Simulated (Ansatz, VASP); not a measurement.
# Two plane-wave programs on SrVO3

The input INCAR:

```
SYSTEM = SrVO3
PREC     = Accurate       ! precision mode
ENCUT    = 520            ! plane-wave cutoff, eV
EDIFF    = 1E-6           ! SCF threshold, eV
ISMEAR   = 0              ! smearing method
SIGMA    = 0.1            ! smearing width, eV
LREAL    = .False.        ! projectors in reciprocal space
LASPH    = .True.         ! aspherical terms in the spheres
NELM     = 150            ! most SCF steps
ALGO     = Normal         ! electronic algorithm
ISIF     = 2              ! what is computed and relaxed
LWAVE    = .False.        ! write WAVECAR
LCHARG   = .False.        ! write CHGCAR
ISPIN    = 2              ! spin polarisation
MAGMOM   = 0 0.29 0 0 0   ! initial moments
LORBIT   = 11             ! projections on sites
LMAXMIX  = 4              ! l up to which the mixer works
GGA      = PE             ! functional
NBANDS   = 32             ! bands
```

KPOINTS

```
Automatic mesh
0
Gamma
  10 10 10
  0 0 0
```

The input POSCAR:

```
SrVO3
1.0
    3.8588620664      0.0000000000      0.0000000000
    0.0000000000      3.8588620664      0.0000000000
    0.0000000000      0.0000000000      3.8588620664
Sr V O
1 1 3
Direct
    0.5000000000      0.5000000000      0.5000000000
    0.0000000000      0.0000000000      0.0000000000
    0.5000000000      0.0000000000      0.0000000000
    0.0000000000      0.5000000000      0.0000000000
    0.0000000000      0.0000000000      0.5000000000
```

Input for Ansatz:

```yaml
crystal:
  lattice:
    - [3.8588620664, 0.0, 0.0]
    - [0.0, 3.8588620664, 0.0]
    - [0.0, 0.0, 3.8588620664]
  atoms:
    - { symbol: Sr, position: [0.5, 0.5, 0.5] }
    - { symbol: V, position: [0.0, 0.0, 0.0], spin: 0.29 }
    - { symbol: O, position: [0.5, 0.0, 0.0] }
    - { symbol: O, position: [0.0, 0.5, 0.0] }
    - { symbol: O, position: [0.0, 0.0, 0.5] }
basis:
  ecutwfc: 420
kpoints:
  mp_grid: { grid: [10, 10, 10] }
  band_path:
    path:
      - [[0.0, 0.0, 0.0], [0.0, 0.5, 0.0], [0.5, 0.5, 0.0], [0.0, 0.0, 0.0], [0.5, 0.5, 0.5], [0.0, 0.5, 0.0]]
      - [[0.5, 0.5, 0.5], [0.5, 0.5, 0.0]]
    npoints: 14
hamiltonian:
  xc: pbe
scf:
  occupations: { method: gaussian, width: 0.1 }
  n_extra_bands: 12
output:
  forces: true
  stress: true
  eigenvalues: true
  populations: true
  dos: { projected: true, de: 0.02, nscf_kmesh: { grid: [15, 15, 15] } }
  bader: true
  write_density: true
  write_potential: true
  elf: true
  volumetric_format: npy
magnetization:
  spin_polarized: true
checkpoint:
  read: start.run
  write: ck
  compress: false
  write_wavefunctions: false
  write_every: 100000
```

Alike in both runs: task single point; functional PBE; k mesh 10 × 10 × 10; occupations gaussian, width 0.1 eV; collinear spin.

|  | VASP | Ansatz |
| --- | --- | --- |
| version | VASP 6.6.1 | Ansatz 0.2.0 |
| potentials or method | VASP PAW PBE potentials, release 64 (Sr_sv, V_sv, O), cutoff 520 eV | scalar-relativistic, plane waves, PAW |
| valence electrons in the cell | 41 | 41 |

Ansatz gave:

* gap on the k mesh at the Fermi level (eV): none
* pressure (GPa): 0.0
* net moment per atom (μB): 0.07
* size of the moment on the site where the two differ most (μB): 0.26

Estimate VASP's values.

gap on the k mesh at the Fermi level (eV): none; pressure (GPa): 0.9; net moment per atom (μB): 0.07; size of the moment on the site where the two differ most (μB): 0.32.

Site moments also hang on the region over which each program counts them. A gap of «none» marks a metal or a gap that the smearing closes. With one functional, cell and mesh, what is left measures potentials, basis and numerics. Ansatz's warnings: stability check not made.
